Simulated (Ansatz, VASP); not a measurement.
## One calculation of Ni, two programs

```
CELL_PARAMETERS angstrom
-1.38372 1.38372 1.38372
1.38372 -1.38372 1.38372
1.38372 1.38372 -1.38372
ATOMIC_POSITIONS crystal
Ni 0.00000 0.00000 0.00000
```

Alike in both runs: task single point; functional PBE; k mesh 16 × 16 × 16; occupations fermi-dirac, width 0.05 eV; collinear spin.

```csv
,VASP,Ansatz
version,VASP 6.6.1,Ansatz 0.2.0
potentials or method,"VASP PAW PBE potentials, release 64 (Ni)","PAW with Ansatz's default frozen-core files, scalar-relativistic"
plane-wave cutoff (eV),600,420
valence electrons in the cell,10,18
```

```tsv
	VASP	Ansatz	Ansatz less VASP
pressure (GPa)	7.3	7.5	+0.28
net moment per atom (μB)	0.54	0.54	+0.003
size of the moment on the site where the two differ most (μB)	0.54	0.57	+0.026
```

Site moments also hang on the region over which each program counts them. VASP's potentials hold 10 valence electrons a cell and Ansatz's 18, so a difference there can come from the potentials and not from the codes.
